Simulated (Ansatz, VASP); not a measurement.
One calculation of TiTe2, two programs

The input INCAR:

```
PREC = Accurate
ENCUT = 520
EDIFF = 1E-7
ISMEAR = -1
SIGMA = 0.05
LREAL = F
LASPH = T
NELM = 60
ALGO = Normal
ISIF = 2
LWAVE = F
LCHARG = T
GGA = PS
LELF = T
LVHAR = T
NBANDS = 19
```

Contents of KPOINTS:

```
Automatic mesh
0
Gamma
  8 8 4
```

Contents of POSCAR:

```
TiTe2
1.0
    3.7259532019      0.0000000000      0.0000000000
   -1.8629766009      3.2267701262      0.0000000000
    0.0000000000      0.0000000000      6.4101784236
Te Ti
2 1
Direct
    0.3333333333      0.6666666667      0.7372000000
    0.6666666667      0.3333333333      0.2628000000
    0.0000000000      0.0000000000      0.0000000000
```

Contents of input.yaml:

```yaml
crystal:
  lattice:
    - [3.7259532019, 0.0, 0.0]
    - [-1.8629766009, 3.2267701262, 0.0]
    - [0.0, 0.0, 6.4101784236]
  atoms:
    - { symbol: Te, position: [0.3333333333, 0.6666666667, 0.7372] }
    - { symbol: Te, position: [0.6666666667, 0.3333333333, 0.2628] }
    - { symbol: Ti, position: [0.0, 0.0, 0.0] }
kpoints:
  mp_grid: { grid: [8, 8, 4] }
scf:
  occupations: { method: fermi_dirac, width: 0.05 }
hamiltonian:
  xc: pbesol
  pseudopotentials: { kind: all_electron, lapw: { basis_error: 0.002 } }
output:
  forces: true
  stress: true
  eigenvalues: true
```

Change from the starting cell: volume scaled by 0.96.

Alike in both runs: task single point; functional PBEsol; k mesh 8 × 8 × 4; occupations fermi-dirac, width 0.05 eV; no spin polarisation.

```csv
,VASP,Ansatz
version,VASP 6.6.1,Ansatz 0.2.0
potentials or method,"VASP PAW PBE potentials, release 64 (Te, Ti_sv), cutoff 520 eV","all-electron LAPW, scalar-relativistic"
```

```csv
,VASP,Ansatz,Ansatz less VASP
gap on the k mesh at the Fermi level (eV),none,none,-
pressure (GPa),0.4,0.4,-0.04
"traceless stress, the component that is largest in VASP (GPa)",0.59,0.59,-0.007
rms of the force components (eV/Å),0.116,0.107,-0.0091
```

VASP's potentials were made for PBE, not for PBEsol. Atom by atom the forces differ by 0.009 eV/Å (rms over components). A gap of «none» marks a metal or a gap that the smearing closes. Ansatz ran all-electron here, and VASP with PAW potentials.

Neither program's run includes spin-orbit coupling.
